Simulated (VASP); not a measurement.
TaN, 6 atoms in the cell. Symmetry: P-62m, No. 189, hexagonal system. Conventional cell: a = 5.149 Å, b = 5.149 Å, c = 2.876 Å, α = 90.00°, β = 90.00°, γ = 120.00°. Ta (site symmetry -62m) has 3 N at 2.03 Å within 2.7 Å. Within 3.0 Å of Ta (site symmetry -6) lie 6 N at 2.14 Å and 5 Ta at 2.88 to 2.97 Å. Within 2.9 Å of N (site symmetry m2m) lie 5 Ta at 2.03 to 2.14 Å and 6 N at 2.74 to 2.88 Å. 

| Property | Result |
| --- | --- |
| Program | VASP 6.6.1 |
| Task | single point |
| Functional | LDA |
| Potentials or basis | VASP PAW LDA potentials, release 64 (Ta_pv, N) |
| Cutoff | 520 eV |
| k mesh | 12 × 12 × 18 |
| Occupations | fermi-dirac, width 0.15 eV |
| Spin | no spin polarisation |
| Dipole correction | no |
| Further INCAR settings | ALGO = Normal; EDIFF = 1e-06; NBANDS = 33 |

Potentials or basis: VASP PAW LDA potentials, release 64 (Ta_pv, N).

The run is started by

```console
$ cat potpaw_LDA.64/Ta_pv/POTCAR potpaw_LDA.64/N/POTCAR > POTCAR
$ mpirun -np 1 vasp_std > vasp.out
```

Hardware: 1 thread of Intel(R) Xeon(R) 6975P-C (Granite Rapids), with other jobs on the host.

How long does it take, and how much memory?

Wall time 6.3 min on 1 thread of Intel(R) Xeon(R) 6975P-C (Granite Rapids), on a shared host, peak memory 0.4 GiB. Counts: scf iterations 13, k points 190.
